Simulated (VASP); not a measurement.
# GaSb3 (Fm-3m) in VASP: further runs

GaSb3 is run at these levels: LDA; tasks: single point.

Program: VASP 6.6.1. These are calculated values, not measurements. Logs are shortened: lines on timing, memory, paths and dates and some standing lists are left out, and cuts for length are marked.

## 1. The cell of the first run

Symmetry: Fm-3m, No. 225, cubic system. Conventional cell: a = 7.411 Å, b = 7.411 Å, c = 7.411 Å, α = 90.00°, β = 90.00°, γ = 90.00°. Within 4.2 Å of Sb (site symmetry m-3m) lie 8 Sb at 3.21 Å and 6 Ga at 3.71 Å. Sb (site symmetry -43m) has 10 Sb at 3.21 to 3.71 Å and 4 Ga at 3.21 Å within 4.2 Å. Ga (site symmetry m-3m) has 14 Sb at 3.21 to 3.71 Å within 4.2 Å.

## 2. Single point, LDA (volume scaled by 0.98)

The input, INCAR:

```
SYSTEM = GaSb3
  PREC = Accurate
  ENCUT = 520
  EDIFF = 1E-7
  ISMEAR = -1
  SIGMA = 0.05
  LREAL = .FALSE.
  LASPH = .TRUE.
  NELM = 60
  ALGO = Normal
  ISIF = 2
  LWAVE = .FALSE.
  LCHARG = .FALSE.
  GGA = CA
  NBANDS = 22
```

The input, KPOINTS:

```
regular mesh
0
G
  6 6 6
  0 0 0
```

The input, POSCAR:

```
GaSb3
1.0
    0.0000000000      3.7055566952      3.7055566952
    3.7055566952      0.0000000000      3.7055566952
    3.7055566952      3.7055566952      0.0000000000
Sb Ga
3 1
Direct
    0.5000000000      0.5000000000      0.5000000000
    0.7500000000      0.7500000000      0.7500000000
    0.2500000000      0.2500000000      0.2500000000
    0.0000000000      0.0000000000      0.0000000000
```

Potentials or basis: VASP PAW LDA potentials, release 64 (Sb, Ga_d).

On the command line:

```console
$ cat potpaw_LDA.64/Sb/POTCAR potpaw_LDA.64/Ga_d/POTCAR > POTCAR
$ mpirun -np 1 vasp_std > vasp.out
```

OUTCAR:

```text
SYSTEM = GaSb3
   PREC = Accurate
   ENCUT = 520
   EDIFF = 1E-7
   ISMEAR = -1
   LREAL = .FALSE.
   LASPH = .TRUE.
   NELM = 60
   ISIF = 2
   GGA = CA

 ion  position               nearest neighbor table
   1  0.500  0.500  0.500-   3 3.21   3 3.21   3 3.21   2 3.21   3 3.21   2 3.21   2 3.21   2 3.21

   2  0.750  0.750  0.750-   1 3.21   1 3.21   1 3.21   1 3.21   4 3.21   4 3.21   4 3.21   4 3.21
                             3 3.71   3 3.71   3 3.71   3 3.71   3 3.71   3 3.71
   3  0.250  0.250  0.250-   4 3.21   4 3.21   4 3.21   1 3.21   4 3.21   1 3.21   1 3.21   1 3.21
                             2 3.71   2 3.71   2 3.71   2 3.71   2 3.71   2 3.71
   4  0.000  0.000  0.000-   2 3.21   2 3.21   2 3.21   2 3.21   3 3.21   3 3.21   3 3.21   3 3.21

  LATTYP: Found a face centered cubic cell.
 ALAT       =     7.4111133904

  Lattice vectors:

 A1 = (   0.0000000000,   3.7055566952,   3.7055566952)
 A2 = (   3.7055566952,   0.0000000000,   3.7055566952)
 A3 = (   3.7055566952,   3.7055566952,   0.0000000000)

Analysis of symmetry for initial positions (statically):
=====================================================================
 Subroutine PRICEL returns:
 Original cell was already a primitive cell.

 Routine SETGRP: Setting up the symmetry group for a
 face centered cubic supercell.

 Subroutine GETGRP returns: Found 48 space group operations
 (whereof 48 operations were pure point group operations)
 out of a pool of 48 trial point group operations.

The static configuration has the point symmetry O_h .

Analysis of symmetry for dynamics (positions and initial velocities):
=====================================================================
 Subroutine PRICEL returns:
 Original cell was already a primitive cell.

 Routine SETGRP: Setting up the symmetry group for a
 face centered cubic supercell.

 Subroutine GETGRP returns: Found 48 space group operations
 (whereof 48 operations were pure point group operations)
 out of a pool of 48 trial point group operations.

The dynamic configuration has the point symmetry O_h .

 Subroutine INISYM returns: Found 48 space group operations
 (whereof 48 operations are pure point group operations),
 and found     1 'primitive' translations

----------------------------------------------------------------------------------------

                                     Primitive cell

[... 83 lines left out ...]
   ENCUT  =  520.0 eV  38.22 Ry    6.18 a.u.   9.74  9.74  9.74*2*pi/ulx,y,z
   NELM   =     60;   NELMIN=  2; NELMDL= -5     # of ELM steps
   EDIFF  = 0.1E-06   stopping-criterion for ELM
   LREAL  =      F    real-space projection
   EDIFFG = 0.1E-05   stopping-criterion for IOM
   NSW    =      0    number of steps for IOM
   IBRION =     -1    ionic relax: 0-MD 1-quasi-New 2-CG
   NFREE  =      0    steps in history (QN), initial steepest desc. (CG)
   ISIF   =      2    stress and relaxation
   ISYM   =      2    0-nonsym 1-usesym 2-fastsym
   POTIM  = 0.5000    time-step for ionic-motion
   TEBEG  =    0.0;   TEEND  =   0.0 temperature during run
   PSTRESS=    0.0 pullay stress
   NELECT =      28.0000    total number of electrons
   NUPDOWN=      -1.0000    fix difference up-down
   EMIN   =  10.00;   EMAX   =-10.00  energy-range for DOS
   EFERMI =   0.00;   METHOD = LEGACY
   ISMEAR =    -1;   SIGMA  =   0.05  broadening in eV -4-tet -1-fermi 0-gaus
   EFERMI_NEDOS =   21; number of points for ismear=-14 and -15
   IALGO  =     38    algorithm
   IMIX   =      4    mixing-type and parameters
     AMIX     =   0.40;   BMIX     =  1.00
     AMIX_MAG =   1.60;   BMIX_MAG =  1.00
  volume/ion in A,a.u.               =      25.44       171.68
  Fermi-wavevector in a.u.,A,eV,Ry     =   1.064790  2.012162 15.425989  1.133778
  Thomas-Fermi vector in A             =   2.200320
   LORBIT       =      0    0 simple, 1 ext, 2 COOP (PROOUT), +10 PAW based schemes
   GGA     = CA    functional components
   LHFCALC =     F    Hartree Fock is set to
   AEXX    =    0.0000 exact exchange contribution
   IVDW    =     0    specifies the selected vdW correction
   LEPSILON=     F    determine dielectric tensor
   LRPA    =     F    only Hartree local field effects (RPA)
 non-spin polarized calculation
  energy-cutoff  :      520.00
  volume of cell :      101.76
 maximum number of plane-waves:      2764
   NGX = 19   NGY = 19   NGZ = 19

 number of electron      28.0000013 magnetization

 Free energy of the ion-electron system (eV)
  ---------------------------------------------------
  ext. energy  EPLUGINS =         0.00000000
  ---------------------------------------------------
  free energy    TOTEN  =       -17.15355372 eV

  energy without entropy =      -17.11741864  energy(sigma->0) =      -17.13548618

 E-fermi :   7.6816     XC(G=0): -10.4537

 val. band max:        7.6784301397   @ k =   0.5000   0.1667   0.0000
 cond. band min:       7.7220272336   @ k =   0.3333   0.1667   0.0000
 fundamental gap:      0.0435970940
 Fermi energy:         7.6816288038

 k-point     1 :       0.0000    0.0000    0.0000
  band No.  band energies     occupation
      1      -7.4150      2.00000
      2      -7.4150      2.00000
      3      -7.4150      2.00000
      4      -7.4015      2.00000
      5      -7.4015      2.00000
      6      -5.0407      2.00000
[... 389 lines left out ...]
     21      11.8841      0.00000
     22      14.6886      0.00000

------------------------ aborting loop because EDIFF is reached ----------------------------------------

  FORCE on cell =-STRESS in cart. coord.  units (eV):
  Direction    XX          YY          ZZ          XY          YZ          ZX
  --------------------------------------------------------------------------------------
  -------------------------------------------------------------------------------------
  Total       -2.2832011     -2.2832011     -2.2832011     -0.0000000      0.0000000      0.0000000
  in kB      -35.9471413    -35.9471413    -35.9471413     -0.0000000      0.0000000      0.0000000
  external PRESSURE =     -35.9471413 kB  Pullay stress =       0.0000000 kB

 VOLUME and BASIS-vectors are now :
 -----------------------------------------------------------------------------
  energy-cutoff  :      520.00
  volume of cell :      101.76
      direct lattice vectors                 reciprocal lattice vectors
     0.000000000  3.705556695  3.705556695    -0.134932492  0.134932492  0.134932492
     3.705556695  0.000000000  3.705556695     0.134932492 -0.134932492  0.134932492
     3.705556695  3.705556695  0.000000000     0.134932492  0.134932492 -0.134932492

 POSITION                                       TOTAL-FORCE (eV/Angst)
 -----------------------------------------------------------------------------------
      3.70556      3.70556      3.70556        -0.000000      0.000000      0.000000
      5.55834      5.55834      5.55834        -0.000000     -0.000000     -0.000000
      1.85278      1.85278      1.85278         0.000000      0.000000      0.000000
      0.00000      0.00000      0.00000        -0.000000      0.000000      0.000000
 -----------------------------------------------------------------------------------
    total drift:                               -0.000000      0.000000      0.000000

  FREE ENERGIE OF THE ION-ELECTRON SYSTEM (eV)
  ---------------------------------------------------
  free  energy   TOTEN  =       -17.1535537171 eV

  energy  without entropy=      -17.1174186391  energy(sigma->0) =      -17.13548618
```

OSZICAR:

```text
N       E                     dE             d eps       ncg     rms          rms(c)
DAV:   1     0.164159217504E+03    0.16416E+03   -0.11450E+04   704   0.133E+03
DAV:   2    -0.112018404244E+01   -0.16528E+03   -0.15845E+03   826   0.313E+02
DAV:   3    -0.167225488264E+02   -0.15602E+02   -0.15246E+02   872   0.821E+01
DAV:   4    -0.171864705849E+02   -0.46392E+00   -0.46147E+00   780   0.151E+01
DAV:   5    -0.171982436044E+02   -0.11773E-01   -0.11770E-01   906   0.244E+00    0.344E+00
DAV:   6    -0.171650661866E+02    0.33177E-01   -0.47101E-02   876   0.208E+00    0.189E+00
DAV:   7    -0.171540490420E+02    0.11017E-01   -0.21983E-02   860   0.929E-01    0.212E-01
DAV:   8    -0.171535614682E+02    0.48757E-03   -0.17178E-03   838   0.389E-01    0.765E-02
DAV:   9    -0.171535541424E+02    0.73259E-05   -0.15153E-04   844   0.741E-02    0.154E-02
DAV:  10    -0.171535536421E+02    0.50032E-06   -0.10708E-05   846   0.342E-02    0.420E-03
DAV:  11    -0.171535537171E+02   -0.75050E-07   -0.91142E-07  1034   0.634E-03
   1 F= -.17153554E+02 E0= -.17135486E+02  d E =-.361351E-01
```

Wall time 36 s (1 thread of Intel Xeon 6975P-C, shared host); peak memory 0.21 GiB.

Results:

```
Free energy            : -17.1536 eV
Pressure               : -3.6 GPa
Band gap on the k mesh : zero (band 14 reaches 8.83 eV, above the bottom of band 15 at 5.13 eV)
```

Levels at points of the mesh, in eV from the Fermi level:
```csv
k point,band 12,band 13,band 14,band 15,band 16,band 17
"(0.00, 0.00, 0.00)",-2.71,-2.55,-2.55,-2.55,-0.85,-0.85
"(0.50, 0.00, 0.00)",-2.77,-2.77,-0.52,-0.15,1.96,1.96
"(0.50, 0.50, 0.00)",0.52,0.83,0.95,0.95,1.77,1.77
```

Caveat: the cell differs from its parent crystal (volume scaled by 0.98); spin-orbit coupling is left out, which moves the levels of the heavy elements.

## 3. Single point, LDA

This run uses another cell than the first one, of 25.96 Å³/atom, 1.020 times its volume.

The input, INCAR:

```
SYSTEM = GaSb3
ALGO     = Normal         ! electronic algorithm
EDIFF    = 1E-6           ! SCF threshold, eV
ENCUT    = 520            ! plane-wave cutoff, eV
GGA      = CA             ! functional
ISIF     = 2              ! what is computed and relaxed
ISMEAR   = -1             ! smearing method
LASPH    = .True.         ! aspherical terms in the spheres
LCHARG   = .True.         ! write CHGCAR
LELF     = .True.         ! ELF
LREAL    = .False.        ! projectors in reciprocal space
LVHAR    = .True.       
LWAVE    = .False.        ! write WAVECAR
NBANDS   = 22             ! bands
NELM     = 60             ! most SCF steps
PREC     = Accurate       ! precision mode
SIGMA    = 0.05           ! smearing width, eV
```

The input, KPOINTS:

```
k-points
0
Gamma
  6 6 6
  0 0 0
```

The input, POSCAR:

```
GaSb3
1.0
    0.0000000000      3.7305950000      3.7305950000
    3.7305950000      0.0000000000      3.7305950000
    3.7305950000      3.7305950000      0.0000000000
Sb Ga
3 1
Direct
    0.5000000000      0.5000000000      0.5000000000
    0.7500000000      0.7500000000      0.7500000000
    0.2500000000      0.2500000000      0.2500000000
    0.0000000000      0.0000000000      0.0000000000
```

Potentials or basis: VASP PAW LDA potentials, release 64 (Sb, Ga_d).

On the command line:

```console
$ cat potpaw_LDA.64/Sb/POTCAR potpaw_LDA.64/Ga_d/POTCAR > POTCAR
$ mpirun -np 1 vasp_std > vasp.out
```

Run time: 32 s. Hardware: 1 thread of Intel Xeon 6975P-C, shared host; peak memory 0.21 GiB.

The run converged. Its results:

* Free energy: -17.1015 eV
* Pressure: -4.5 GPa
* Band gap on the k mesh: zero (band 14 reaches 8.56 eV, above the bottom of band 15 at 4.94 eV)

Levels at points of the mesh, in eV from the Fermi level:
| k point | band 11 | band 12 | band 13 | band 14 | band 15 | band 16 | band 17 | band 18 |
| --- | --- | --- | --- | --- | --- | --- | --- | --- |
| (0.00, 0.00, 0.00) | -2.63 | -2.63 | -2.49 | -2.49 | -2.49 | -0.80 | -0.80 | -0.80 |
| (0.50, 0.00, 0.00) | -3.62 | -2.69 | -2.69 | -0.55 | -0.19 | 1.94 | 1.94 | 2.85 |
| (0.50, 0.50, 0.00) | -5.24 | 0.45 | 0.76 | 0.93 | 0.93 | 1.75 | 1.75 | 1.89 |

Caveat: spin-orbit coupling is left out, which moves the levels of the heavy elements.

## 4. Single point, LDA (volume scaled by 1.02)

The input, INCAR:

```
ALGO = Normal ; EDIFF = 1E-6
ENCUT = 520 ; GGA = CA
ISIF = 2 ; ISMEAR = -1
LASPH = T ; LCHARG = T
LELF = T ; LREAL = F
LVHAR = T ; LWAVE = F
NBANDS = 22 ; NELM = 100
PREC = Accurate ; SIGMA = 0.05
```

The input, KPOINTS:

```
k-points
0
Gamma
  6 6 6
```

The input, POSCAR:

```
GaSb3
1.0
    0.0000000000      3.7553016472      3.7553016472
    3.7553016472      0.0000000000      3.7553016472
    3.7553016472      3.7553016472      0.0000000000
Sb Ga
3 1
Direct
    0.5000000000      0.5000000000      0.5000000000
    0.7500000000      0.7500000000      0.7500000000
    0.2500000000      0.2500000000      0.2500000000
    0.0000000000      0.0000000000      0.0000000000
```

On the command line:

```console
$ cat potpaw_LDA.64/Sb/POTCAR potpaw_LDA.64/Ga_d/POTCAR > POTCAR
$ mpirun -np 1 vasp_std > vasp.out
```

Wall time 32 s (1 thread of Intel Xeon 6975P-C, shared host); peak memory 0.21 GiB.

Results (log left out):

```
Free energy            : -17.0388 eV
Pressure               : -5.3 GPa
Band gap on the k mesh : zero (band 14 reaches 8.29 eV, above the bottom of band 15 at 4.76 eV)
```

Levels at points of the mesh, in eV from the Fermi level:
| k point | band 10 | band 11 | band 12 | band 13 | band 14 | band 15 | band 16 | band 17 | band 18 | band 19 |
| --- | --- | --- | --- | --- | --- | --- | --- | --- | --- | --- |
| (0.00, 0.00, 0.00) | -2.57 | -2.57 | -2.57 | -2.43 | -2.43 | -2.43 | -0.76 | -0.76 | -0.76 | 3.45 |
| (0.50, 0.00, 0.00) | -3.54 | -3.54 | -2.61 | -2.61 | -0.58 | -0.22 | 1.92 | 1.92 | 2.85 | 2.85 |
| (0.50, 0.50, 0.00) | -5.12 | -5.12 | 0.39 | 0.69 | 0.91 | 0.91 | 1.73 | 1.73 | 1.84 | 3.50 |

Caveat: the cell differs from its parent crystal (volume scaled by 1.02); spin-orbit coupling is left out, which moves the levels of the heavy elements.

## 5. Single point, LDA (volume scaled by 1.04)

The input, INCAR:

```
  PREC = Accurate
  ENCUT = 520
  EDIFF = 1E-7
  ISMEAR = -1
  SIGMA = 0.05
  LREAL = F
  LASPH = T
  NELM = 80
  ALGO = Normal
  ISIF = 2
  LWAVE = F
  LCHARG = F
  GGA = CA
  NBANDS = 22
```

The input, KPOINTS:

```
Automatic mesh
0
Gamma
  6 6 6
```

The input, POSCAR:

```
GaSb3
1.0
    0.0000000000      3.7796874061      3.7796874061
    3.7796874061      0.0000000000      3.7796874061
    3.7796874061      3.7796874061      0.0000000000
Sb Ga
3 1
Direct
    0.5000000000      0.5000000000      0.5000000000
    0.7500000000      0.7500000000      0.7500000000
    0.2500000000      0.2500000000      0.2500000000
    0.0000000000      0.0000000000      0.0000000000
```

On the command line:

```console
$ cat potpaw_LDA.64/Sb/POTCAR potpaw_LDA.64/Ga_d/POTCAR > POTCAR
$ mpirun -np 1 vasp_std > vasp.out
```

It used 29 s of CPU time on 1 thread of Intel Xeon 6975P-C (shared host).

Results (log left out):

| Item | Value |
| --- | --- |
| Free energy | -16.9661 eV |
| Pressure | -6.0 GPa |
| Band gap on the k mesh | zero (band 14 reaches 8.04 eV, above the bottom of band 15 at 4.59 eV) |

Levels at points of the mesh, in eV from the Fermi level:
```tsv
k point	band 12	band 13	band 14	band 15	band 16	band 17
(0.00, 0.00, 0.00)	-2.50	-2.37	-2.37	-2.37	-0.72	-0.72
(0.50, 0.00, 0.00)	-2.54	-2.54	-0.61	-0.25	1.89	1.89
(0.50, 0.50, 0.00)	0.33	0.62	0.89	0.89	1.70	1.70
```

Caveat: the cell differs from its parent crystal (volume scaled by 1.04); spin-orbit coupling is left out, which moves the levels of the heavy elements.

## 6. Single point, LDA (volume scaled by 1.06)

The input, INCAR:

```
SYSTEM = GaSb3
  PREC = Accurate
  ENCUT = 520
  EDIFF = 1E-6
  ISMEAR = -1
  SIGMA = 0.05
  LREAL = .False.
  LASPH = .True.
  NELM = 60
  ALGO = Normal
  ISIF = 2
  LWAVE = .False.
  LCHARG = .True.
  LELF = .True.
  LVHAR = .True.
  NBANDS = 22
```

The input, KPOINTS:

```
regular mesh
0
Gamma
  6 6 6
  0 0 0
```

The input, POSCAR:

```
GaSb3
1.0
    0.0000000000      3.8037624973      3.8037624973
    3.8037624973      0.0000000000      3.8037624973
    3.8037624973      3.8037624973      0.0000000000
Sb Ga
3 1
Direct
    0.5000000000      0.5000000000      0.5000000000
    0.7500000000      0.7500000000      0.7500000000
    0.2500000000      0.2500000000      0.2500000000
    0.0000000000      0.0000000000      0.0000000000
```

Potentials or basis: VASP PAW LDA potentials, release 64 (Sb, Ga_d).

On the command line:

```console
$ cat potpaw_LDA.64/Sb/POTCAR potpaw_LDA.64/Ga_d/POTCAR > POTCAR
$ mpirun -np 1 vasp_std > vasp.out
```

It used 31 s of CPU time on 1 thread of Intel Xeon 6975P-C, with other jobs on the host.

Results (log left out):

- Free energy: -16.8846 eV
- Pressure: -6.6 GPa
- Band gap on the k mesh: zero (band 14 reaches 7.79 eV, above the bottom of band 15 at 4.42 eV)

Levels at points of the mesh, in eV from the Fermi level:
```
           k point  band 10  band 11  band 12  band 13  band 14  band 15  band 16  band 17  band 18  band 19
(0.00, 0.00, 0.00)    -2.44    -2.44    -2.44    -2.31    -2.31    -2.31    -0.68    -0.68    -0.68     3.51
(0.50, 0.00, 0.00)    -3.39    -3.39    -2.47    -2.47    -0.64    -0.27     1.87     1.87     2.83     2.83
(0.50, 0.50, 0.00)    -4.90    -4.90     0.28     0.56     0.87     0.87     1.68     1.68     1.75     3.41
```

Caveat: the cell differs from its parent crystal (volume scaled by 1.06); spin-orbit coupling is left out, which moves the levels of the heavy elements.

## 7. Summary

| cell | gap on the mesh (eV) | pressure (GPa) |
| --- | --- | --- |
| a = 5.240 Å, angles 60.0°, 4 atoms | none | -3.6 |
| a = 5.276 Å, angles 60.0°, 4 atoms | none | -4.5 |
| a = 5.311 Å, angles 60.0°, 4 atoms | none | -5.3 |
| a = 5.345 Å, angles 60.0°, 4 atoms | none | -6.0 |
| a = 5.379 Å, angles 60.0°, 4 atoms | none | -6.6 |

Alike in all rows: task single point; level LDA; potentials or basis VASP PAW LDA potentials, release 64 (Sb, Ga_d); no spin polarisation; k mesh 6 × 6 × 6; cutoff (eV) 520; smearing fermi-dirac 0.05 eV.

Caveats: spin-orbit coupling is left out, which moves the levels of the heavy elements.

Total energies depend on the potentials used, so only differences within one code and one set of settings carry meaning.
